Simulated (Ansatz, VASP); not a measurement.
# CuGe2F4 in VASP and in Ansatz

```
Cu Ge F
1.0
     3.72879    0.00000    0.00000
     0.00000    3.72879    0.00000
     0.00000    0.00000    6.83709
Cu Ge F
1 2 4
Direct
  0.50000 0.50000 0.00000
  0.50000 0.00000 0.70603
  0.00000 0.50000 0.29397
  0.50000 0.00000 0.16595
  0.00000 0.50000 0.83405
  0.50000 0.50000 0.50000
  0.00000 0.00000 0.50000
```

Change from the starting cell: species swapped into the La2MnSb4 type (P-4m2, No. 115).

Alike in both runs: task relaxation of cell and atoms; functional PBE; k mesh 6 × 6 × 4; occupations gaussian, width 0.1 eV; no spin polarisation.

```csv
,VASP,Ansatz
version,VASP 6.6.1,Ansatz 0.2.0
potentials or method,"VASP PAW PBE potentials, release 64 (Cu, Ge_d, F), cutoff 600 eV","scalar-relativistic, plane waves, PAW"
valence electrons in the cell,67,75
```

|  | VASP | Ansatz | Ansatz less VASP |
| --- | --- | --- | --- |
| gap on the k mesh at the Fermi level, each at its own relaxed structure (eV) | none | none | - |
| relaxed volume (Å³/atom) | 13.58 | 13.58 | 0.000 |
| relaxed length of the cell vector where the two differ most in proportion (Å) | 3.729 | 3.729 | 0.0000 |

A gap of «none» marks a metal or a gap that the smearing closes. VASP's potentials hold 67 valence electrons a cell and Ansatz's 75, so a difference there can come from the potentials and not from the codes.

Noted on VASP's run: the relaxation stopped at its first step, so nothing moved.
